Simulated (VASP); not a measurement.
Write the native input for VASP 6.6.1 that does the following.

* Task: single point
* Functional: HF
* Potentials or basis: VASP PAW PBE potentials, release 64 (Zn, S)
* Cutoff: 400 eV
* k mesh: 3 × 3 × 3
* Occupations: gaussian, width 0.01 eV
* Spin: no spin polarisation
* Dipole correction: no
* Grid for exact exchange (PRECFOCK): Normal
* Further INCAR settings: ALGO = Normal; EDIFF = 1e-06; NBANDS = 16

The system is ZnS.

```
Zn S
1.0
     0.00000    2.70500    2.70500
     2.70500    0.00000    2.70500
     2.70500    2.70500    0.00000
Zn S
1 1
Cartesian
  0.0000 0.0000 0.0000
  1.3119 1.3796 1.4201
```

The input as run:

POSCAR

```
ZnS
1.0
    0.0000000000      2.7050000000      2.7050000000
    2.7050000000      0.0000000000      2.7050000000
    2.7050000000      2.7050000000      0.0000000000
Zn S
1 1
Direct
    0.0000000000      0.0000000000      0.0000000000
    0.2750000000      0.2500000000      0.2350000000
```

INCAR.step1

```
PREC = Accurate ; ENCUT = 400
EDIFF = 1E-5 ; ISMEAR = 0
SIGMA = 0.01 ; LREAL = F
LASPH = T ; NELM = 120
ALGO = Normal ; ISIF = 2
LWAVE = T ; LCHARG = F
NBANDS = 16 ; GGA = PE
GGA_COMPAT = F
```

INCAR.step2

```
PREC = Accurate ; ENCUT = 400
EDIFF = 1E-6 ; ISMEAR = 0
SIGMA = 0.01 ; LREAL = F
LASPH = T ; NELM = 120
ALGO = Normal ; ISIF = 2
LWAVE = F ; LCHARG = F
GGA = PE ; LHFCALC = T
AEXX = 1.0 ; ALDAC = 0.0
AGGAC = 0.0 ; PRECFOCK = Normal
NBANDS = 16 ; ISTART = 1
GGA_COMPAT = F
```

KPOINTS

```
regular mesh
0
Gamma
  3 3 3
```

Potentials or basis: VASP PAW PBE potentials, release 64 (Zn, S).

The run is started by

```console
$ cat potpaw_PBE.64/Zn/POTCAR potpaw_PBE.64/S/POTCAR > POTCAR
$ cp INCAR.step1 INCAR
$ mpirun -np 1 vasp_std > vasp.out
$ cp INCAR.step2 INCAR
$ mpirun -np 1 vasp_std > vasp.out
```

It gave:

```json
{
  "Pressure": "7.7 GPa",
  "Largest force": "0.666 eV/Å",
  "Band gap on the k mesh": "10.54 eV, direct"
}
```

Caveat: the k points lie up to 0.67 Å⁻¹ apart; the PAW data sets were made with another functional, which shifts forces and pressure a little.

Run time: 4.3 min on 1 thread of Intel Xeon 6975P-C, on a shared host, peak memory 0.16 GiB.
